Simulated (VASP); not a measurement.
# AlN (F-43m) in VASP: notebook

The runs below take AlN through single point, relaxation of cell and atoms, with LDA.

All numbers are computed with VASP 6.6.1; they aren't measurements. Logs are shortened: lines on timing, memory, paths and dates and some standing lists are left out, and cuts for length are marked.

## 1. The cell of the first run

The structure is cubic, space group F-43m (No. 216). Conventional cell: a = 4.322 Å, b = 4.322 Å, c = 4.322 Å, α = 90.00°, β = 90.00°, γ = 90.00°. Al (site symmetry -43m) has 4 N at 1.87 Å within 2.5 Å. Within 2.5 Å of N (site symmetry -43m) lie 4 Al at 1.87 Å.

## 2. Single point, LDA

INCAR reads:

```
SYSTEM = AlN
  PREC = Accurate
  ENCUT = 520
  EDIFF = 1E-6
  ISMEAR = 0
  SIGMA = 0.01
  LREAL = .False.
  LASPH = .True.
  NELM = 100
  ALGO = Normal
  ISIF = 2
  LWAVE = .False.
  LCHARG = .False.
  NBANDS = 11
```

KPOINTS reads:

```
regular mesh
0
Gamma
  10 10 10
  0 0 0
```

POSCAR reads:

```
AlN
1.0
    0.0000000000      2.1611053186      2.1611053186
    2.1611053186      0.0000000000      2.1611053186
    2.1611053186      2.1611053186      0.0000000000
Al N
1 1
Direct
    0.0000000000      0.0000000000      0.0000000000
    0.7500000000      0.7500000000      0.7500000000
```

Potentials or basis: VASP PAW LDA potentials, release 64 (Al, N).

Run with:

```sh
$ cat potpaw_LDA.64/Al/POTCAR potpaw_LDA.64/N/POTCAR > POTCAR
$ mpirun -np 1 vasp_std > vasp.out
```

OUTCAR:

```text
SYSTEM = AlN
   PREC = Accurate
   ENCUT = 520
   EDIFF = 1E-6
   ISMEAR = 0
   LREAL = .False.
   LASPH = .True.
   NELM = 100
   ISIF = 2

 ion  position               nearest neighbor table
   1  0.000  0.000  0.000-   2 1.87   2 1.87   2 1.87   2 1.87
   2  0.750  0.750  0.750-   1 1.87   1 1.87   1 1.87   1 1.87

  LATTYP: Found a face centered cubic cell.
 ALAT       =     4.3222106372

  Lattice vectors:

 A1 = (   0.0000000000,   2.1611053186,   2.1611053186)
 A2 = (   2.1611053186,   0.0000000000,   2.1611053186)
 A3 = (   2.1611053186,   2.1611053186,   0.0000000000)

Analysis of symmetry for initial positions (statically):
=====================================================================
 Subroutine PRICEL returns:
 Original cell was already a primitive cell.

 Routine SETGRP: Setting up the symmetry group for a
 face centered cubic supercell.

 Subroutine GETGRP returns: Found 24 space group operations
 (whereof 24 operations were pure point group operations)
 out of a pool of 48 trial point group operations.

The static configuration has the point symmetry T_d .

Analysis of symmetry for dynamics (positions and initial velocities):
=====================================================================
 Subroutine PRICEL returns:
 Original cell was already a primitive cell.

 Routine SETGRP: Setting up the symmetry group for a
 face centered cubic supercell.

 Subroutine GETGRP returns: Found 24 space group operations
 (whereof 24 operations were pure point group operations)
 out of a pool of 48 trial point group operations.

The dynamic configuration has the point symmetry T_d .

 Subroutine INISYM returns: Found 24 space group operations
 (whereof 24 operations are pure point group operations),
 and found     1 'primitive' translations

----------------------------------------------------------------------------------------

                                     Primitive cell

  volume of cell :      20.1863

  direct lattice vectors                    reciprocal lattice vectors
     0.000000000  2.161105319  2.161105319    -0.231363088  0.231363088  0.231363088
     2.161105319  0.000000000  2.161105319     0.231363088 -0.231363088  0.231363088
     2.161105319  2.161105319  0.000000000     0.231363088  0.231363088 -0.231363088

  length of vectors
     3.056264451  3.056264451  3.056264451     0.400732623  0.400732623  0.400732623

  position of ions in fractional coordinates (direct lattice)
     0.000000000  0.000000000  0.000000000
     0.750000000  0.750000000  0.750000000

  ion indices of the primitive-cell ions
[... 79 lines left out ...]
   IBRION =     -1    ionic relax: 0-MD 1-quasi-New 2-CG
   NFREE  =      0    steps in history (QN), initial steepest desc. (CG)
   ISIF   =      2    stress and relaxation
   ISYM   =      2    0-nonsym 1-usesym 2-fastsym
   POTIM  = 0.5000    time-step for ionic-motion
   TEBEG  =    0.0;   TEEND  =   0.0 temperature during run
   PSTRESS=    0.0 pullay stress
   NELECT =       8.0000    total number of electrons
   NUPDOWN=      -1.0000    fix difference up-down
   EMIN   =  10.00;   EMAX   =-10.00  energy-range for DOS
   EFERMI =   0.00;   METHOD = LEGACY
   ISMEAR =     0;   SIGMA  =   0.01  broadening in eV -4-tet -1-fermi 0-gaus
   EFERMI_NEDOS =   21; number of points for ismear=-14 and -15
   IALGO  =     38    algorithm
   IMIX   =      4    mixing-type and parameters
     AMIX     =   0.40;   BMIX     =  1.00
     AMIX_MAG =   1.60;   BMIX_MAG =  1.00
  volume/ion in A,a.u.               =      10.09        68.11
  Fermi-wavevector in a.u.,A,eV,Ry     =   1.202501  2.272398 19.674153  1.446009
  Thomas-Fermi vector in A             =   2.338281
   LORBIT       =      0    0 simple, 1 ext, 2 COOP (PROOUT), +10 PAW based schemes
   GGA     = CA    functional components
   LHFCALC =     F    Hartree Fock is set to
   AEXX    =    0.0000 exact exchange contribution
   IVDW    =     0    specifies the selected vdW correction
   LEPSILON=     F    determine dielectric tensor
   LRPA    =     F    only Hartree local field effects (RPA)
 non-spin polarized calculation
 Gauss-broadening in eV      SIGMA  =   0.01
  energy-cutoff  :      520.00
  volume of cell :       20.19
 maximum number of plane-waves:       552
   NGX = 11   NGY = 11   NGZ = 11

 number of electron       7.9999999 magnetization

 Free energy of the ion-electron system (eV)
  ---------------------------------------------------
  ext. energy  EPLUGINS =         0.00000000
  ---------------------------------------------------
  free energy    TOTEN  =       -16.37149429 eV

  energy without entropy =      -16.37149429  energy(sigma->0) =      -16.37149429

 E-fermi :   6.1516     XC(G=0): -11.4047

 val. band max:        6.0111090255   @ k =   0.0000   0.0000   0.0000
 cond. band min:       9.2474068020   @ k =   0.5000   0.5000   0.0000
 fundamental gap:      3.2362977765
 Fermi energy:         6.1516106337

 k-point     1 :       0.0000    0.0000    0.0000
  band No.  band energies     occupation
      1      -8.9989      2.00000
      2       6.0111      2.00000
      3       6.0111      2.00000
      4       6.0111      2.00000
      5      10.5305      0.00000
      6      18.6572      0.00000
      7      18.6572      0.00000
      8      18.6572      0.00000
      9      23.7858      0.00000
     10      23.7858      0.00000
     11      25.2328      0.00000
[... 309 lines left out ...]
 k-point    24 :       0.4000    0.3000    0.0000
  band No.  band energies     occupation
      1      -6.8423      2.00000
      2       1.7799      2.00000
      3       4.2541      2.00000
      4       4.5657      2.00000
      5      10.9029      0.00000
      6      15.5552      0.00000
      7      18.4917      0.00000
      8      20.7237      0.00000
      9      21.2509      0.00000
     10      27.4632      0.00000
     11      29.9523      0.00000

 [... further k-points ...]
[... 5 lines left out ...]
  --------------------------------------------------------------------------------------
  -------------------------------------------------------------------------------------
  Total        0.4640966      0.4640966      0.4640966      0.0000000      0.0000000     -0.0000000
  in kB       36.8350419     36.8350419     36.8350419      0.0000000      0.0000000     -0.0000000
  external PRESSURE =      36.8350419 kB  Pullay stress =       0.0000000 kB

 VOLUME and BASIS-vectors are now :
 -----------------------------------------------------------------------------
  energy-cutoff  :      520.00
  volume of cell :       20.19
      direct lattice vectors                 reciprocal lattice vectors
     0.000000000  2.161105319  2.161105319    -0.231363088  0.231363088  0.231363088
     2.161105319  0.000000000  2.161105319     0.231363088 -0.231363088  0.231363088
     2.161105319  2.161105319  0.000000000     0.231363088  0.231363088 -0.231363088

 POSITION                                       TOTAL-FORCE (eV/Angst)
 -----------------------------------------------------------------------------------
      0.00000      0.00000      0.00000        -0.000000      0.000000      0.000000
      3.24166      3.24166      3.24166         0.000000     -0.000000     -0.000000
 -----------------------------------------------------------------------------------
    total drift:                                0.000000      0.000000      0.000000

  FREE ENERGIE OF THE ION-ELECTRON SYSTEM (eV)
  ---------------------------------------------------
  free  energy   TOTEN  =       -16.3714942889 eV

  energy  without entropy=      -16.3714942889  energy(sigma->0) =      -16.37149429
```

OSZICAR:

```text
N       E                     dE             d eps       ncg     rms          rms(c)
DAV:   1     0.821690183296E+01    0.82169E+01   -0.39626E+03  1082   0.611E+02
DAV:   2    -0.182290779793E+02   -0.26446E+02   -0.25278E+02  1232   0.125E+02
DAV:   3    -0.189670638193E+02   -0.73799E+00   -0.73694E+00  1278   0.196E+01
DAV:   4    -0.189700223874E+02   -0.29586E-02   -0.29584E-02  1190   0.150E+00
DAV:   5    -0.189700464632E+02   -0.24076E-04   -0.24076E-04  1250   0.130E-01    0.882E+00
DAV:   6    -0.164457625290E+02    0.25243E+01   -0.12699E+01  1154   0.176E+01    0.299E+00
DAV:   7    -0.164008139688E+02    0.44949E-01   -0.11624E-01  1217   0.251E+00    0.199E+00
DAV:   8    -0.163720614879E+02    0.28752E-01   -0.30690E-02  1175   0.157E+00    0.401E-01
DAV:   9    -0.163714806705E+02    0.58082E-03   -0.21064E-03  1208   0.279E-01    0.188E-01
DAV:  10    -0.163714981300E+02   -0.17460E-04   -0.11766E-04  1187   0.751E-02    0.580E-02
DAV:  11    -0.163714943175E+02    0.38126E-05   -0.38769E-06  1202   0.159E-02    0.994E-03
DAV:  12    -0.163714942889E+02    0.28565E-07   -0.67729E-08   667   0.199E-03
   1 F= -.16371494E+02 E0= -.16371494E+02  d E =-.312934E-90
```

stdout:

```text
POSCAR found type information on POSCAR AlN
 POSCAR found :  2 types and       2 ions
 scaLAPACK will be used
 LDA part: xc-table for (Slater(with rela. corr.)+CA(PZ))
 , standard interpolation
 POSCAR, INCAR and KPOINTS ok, starting setup
 FFT: planning ... GRIDC
 FFT: planning ... GRID_SOFT
 FFT: planning ... GRID
 WAVECAR not read
 entering main loop
```

It took 2.7 s on 1 thread of Intel Xeon 6975P-C (Granite Rapids), shared host; peak memory 0.12 GiB.

Results:

```
Free energy            : -16.3715 eV
Pressure               : 3.7 GPa
Band gap on the k mesh : 3.24 eV, indirect (least direct gap 4.52 eV)
```

Levels at points of the mesh, in eV from the valence-band top:
```tsv
k point	band 1	band 2	band 3	band 4	band 5	band 6	band 7	band 8	band 9
(0.00, 0.00, 0.00)	-15.01	0.00	0.00	0.00	4.52	12.65	12.65	12.65	17.77
(0.50, 0.00, 0.00)	-12.79	-6.04	-0.49	-0.49	7.56	9.98	11.16	11.16	18.16
(0.50, 0.50, 0.00)	-12.10	-5.05	-1.83	-1.83	3.24	8.60	14.18	15.88	15.88
```

[end of part 1 of 2]
